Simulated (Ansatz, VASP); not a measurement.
## MgZn2TeS2: VASP beside Ansatz

```
Mg Zn Te S
1.0
     5.45284    0.00000    0.00000
     0.00000    5.45284    0.00000
     0.00000    0.00000    5.25509
Mg Zn Te S
1 2 1 2
Direct
  0.00000 0.00000 0.50000
  0.00000 0.50000 0.50000
  0.50000 0.00000 0.50000
  0.00000 0.00000 0.00000
  0.50000 0.50000 0.81306
  0.50000 0.50000 0.18694
```

Change from the starting cell: species swapped into the Ba2CuTeO2 type (P4/mmm, No. 123).

Alike in both runs: functional PBE; k mesh 4 × 4 × 2; occupations gaussian, width 0.1 eV; no spin polarisation.

Ansatz relaxed the structure, and its values are those at the end. VASP's run is a single point on that final structure, the one shown.

|  | VASP | Ansatz |
| --- | --- | --- |
| version | VASP 6.6.1 | Ansatz 0.2.0 |
| potentials or method | VASP PAW PBE potentials, release 64 (Mg, Zn, Te, S), cutoff 520 eV | scalar-relativistic, plane waves, PAW |
| valence electrons in the cell | 44 | 62 |

```csv
,VASP,Ansatz,Ansatz less VASP
gap on the k mesh at the Fermi level (eV),none,none,-
pressure (GPa),-0.2,0.0,+0.12
rms of the force components (eV/Å),0.068,0.007,-0.0608
```

A gap of «none» marks a metal or a gap that the smearing closes. With one functional, cell and mesh, what is left measures potentials, basis and numerics. VASP's potentials hold 44 valence electrons a cell and Ansatz's 62, so a difference there can come from the potentials and not from the codes.

The k mesh is coarse, so the values compare programs but aren't converged. Spin-orbit coupling is off throughout.
